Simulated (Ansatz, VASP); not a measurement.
## TePb in VASP and in Ansatz

```xyz
2
Lattice="0.0000 3.2832 3.2832 3.2832 0.0000 3.2832 3.2832 3.2832 0.0000" Properties=species:S:1:pos:R:3 pbc="T T T"
Te    3.2832    3.2832    3.2832
Pb    0.0000    0.0000    0.0000
```

Alike in both runs: functional PBE; k mesh 3 × 3 × 3; no spin polarisation.

Ansatz relaxed the structure, and its values are those at the end. VASP's run is a single point on that final structure, the one shown.

```csv
,VASP,Ansatz
version,VASP 6.6.1,Ansatz 0.2.0
potentials or method,"VASP PAW PBE potentials, release 64 (Te, Pb_d), cutoff 520 eV","plane waves, PAW"
occupations,"gaussian, width 0.01 eV",fixed
valence electrons in the cell,20,30
```

```csv
,VASP,Ansatz,Ansatz less VASP
pressure (GPa),-0.1,0.0,+0.03
```

VASP's potentials hold 20 valence electrons a cell and Ansatz's 30, so a difference there can come from the potentials and not from the codes. Ansatz's warnings: stress scf threshold loose.

The k mesh is coarse, so the values compare programs but aren't converged. Neither program's run includes spin-orbit coupling.
